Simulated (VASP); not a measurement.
Here is a VASP 6.6.1 calculation.

Contents of INCAR:

```
  ALGO = Normal
  EDIFF = 1E-7
  ENCUT = 520
  GGA = PS
  ISIF = 2
  ISMEAR = -1
  LASPH = True
  LCHARG = False
  LREAL = False
  LWAVE = False
  NBANDS = 10
  NELM = 100
  PREC = Accurate
  SIGMA = 0.05
```

File KPOINTS:

```
k-points
0
Gamma
  12 12 12
```

The input POSCAR:

```
Na
1.0
   -2.1315235875      2.1315235875      2.1315235875
    2.1315235875     -2.1315235875      2.1315235875
    2.1315235875      2.1315235875     -2.1315235875
Na
1
Direct
    0.0000000000      0.0000000000      0.0000000000
```

Potentials or basis: VASP PAW PBE potentials, release 64 (Na_pv).

Launch:

```sh
$ cat potpaw_PBE.64/Na_pv/POTCAR > POTCAR
$ mpirun -np 1 vasp_std > vasp.out
```

Q: Predict the pressure.

A: -0.5 GPa.

Caveat: the PAW data sets were made with another functional, which shifts forces and pressure a little.
